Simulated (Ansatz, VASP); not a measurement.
## Ga3Ir2 in VASP and in Ansatz

```
Ga Ir
1.0
     4.11297    0.00000    0.00000
    -2.05648    3.56194    0.00000
     0.00000    0.00000    5.46823
Ga Ir
3 2
Direct
  0.00000 0.00000 0.68118
  0.00000 0.00000 0.31882
  0.00000 0.00000 0.00000
  0.33333 0.66667 0.50000
  0.66667 0.33333 0.50000
```

Alike in both runs: task single point; functional PBE; k mesh 6 × 6 × 4; occupations gaussian, width 0.1 eV; no spin polarisation.

|  | VASP | Ansatz |
| --- | --- | --- |
| version | VASP 6.6.1 | Ansatz 0.2.0 |
| potentials or method | VASP PAW PBE potentials, release 64 (Ga_d, Ir), cutoff 520 eV | scalar-relativistic, plane waves, PAW |
| valence electrons in the cell | 57 | 73 |

Ansatz gave:

```
gap on the k mesh at the Fermi level (eV) : none
rms of the force components (eV/Å)        : 3.514
```

Estimate VASP's values.

gap on the k mesh at the Fermi level (eV): none; rms of the force components (eV/Å): 3.742.

Atom by atom the forces differ by 0.228 eV/Å (rms over components). A gap of «none» marks a metal or a gap that the smearing closes. VASP's potentials hold 57 valence electrons a cell and Ansatz's 73, so a difference there can come from the potentials and not from the codes.

Neither program's run includes spin-orbit coupling.
